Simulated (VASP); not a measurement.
# AgI: relaxation of cell and atoms with LDA

The system is AgI.

```
Ag I
1.0
     0.00000    3.17395    3.17395
     3.17395    0.00000    3.17395
     3.17395    3.17395    0.00000
Ag I
1 1
Direct
  0.00000 0.00000 0.00000
  0.75000 0.75000 0.75000
```

```json
{"Program": "VASP 6.6.1", "Task": "relaxation of cell and atoms", "Functional": "LDA", "Potentials or basis": "VASP PAW LDA potentials, release 64 (Ag, I)", "Cutoff": "500 eV", "k mesh": "6 × 6 × 6", "Occupations": "gaussian, width 0.01 eV", "Spin": "no spin polarisation", "Target pressure": "15 GPa", "Dipole correction": "no", "Further INCAR settings": "ALGO = Normal; EDIFF = 1e-07; IBRION = 2; EDIFFG = -0.002; NSW = 100; ISIF = 3"}
```

```yaml
Relaxed_volume: 25.96 Å³/atom
Relaxed_cell: a = 4.187 Å, b = 4.187 Å, c = 4.187 Å, α = 60.00°, β = 60.00°, γ = 60.00°
Space_group_after_relaxing_to_0.05_Å: F-43m (No. 216)
Energy_change_on_relaxing_the_enthalpy_is_what_falls: +227.3 meV/atom
Ionic_steps: 7
Pressure_after_relaxing: 15.0 GPa
Band_gap_on_the_k_mesh: 1.14 eV, direct
```

The path:
```csv
step,energy change (eV),largest force (eV/Å),pressure (GPa),volume (Å³)
1,0.0000,0.0000,0.03,63.95
2,3.0425,0.0000,65.77,40.09
3,0.3941,0.0000,13.59,52.59
4,0.4360,0.0000,14.57,52.11
5,0.4564,0.0000,15.03,51.89
6,0.4530,0.0000,14.96,51.93
7,0.4545,0.0000,15.00,51.91
```

Final structure:
```
Ag I
1.0
     0.00000    2.96082    2.96082
     2.96082    0.00000    2.96082
     2.96082    2.96082    0.00000
Ag I
1 1
Direct
  0.00000 0.00000 0.00000
  0.75000 0.75000 0.75000
```

Levels at points of the mesh, in eV from the valence-band top:
```tsv
k point	band 5	band 6	band 7	band 8	band 9	band 10	band 11	band 12	band 13
(0.00, 0.00, 0.00)	-4.72	-4.72	0.00	0.00	0.00	1.14	5.05	5.05	5.05
(0.50, 0.00, 0.00)	-4.67	-4.67	-4.43	-1.24	-1.24	2.36	5.70	5.70	7.15
(0.50, 0.50, 0.00)	-4.57	-4.53	-3.99	-2.97	-2.97	2.62	3.35	9.50	10.50
```

Run time: 65 s on 1 thread of Intel(R) Xeon(R) Platinum 8375C CPU @ 2.90GHz (Ice Lake), on a shared host, peak memory 0.18 GiB.

Caveat: the cell is relaxed towards a set pressure, so the enthalpy falls and the energy may rise; the volume moved by over 15 % at a fixed basis, so the end points are rough; spin-orbit coupling is left out, which moves the levels of the heavy elements. Zero-point motion and thermal expansion aren't in these numbers.
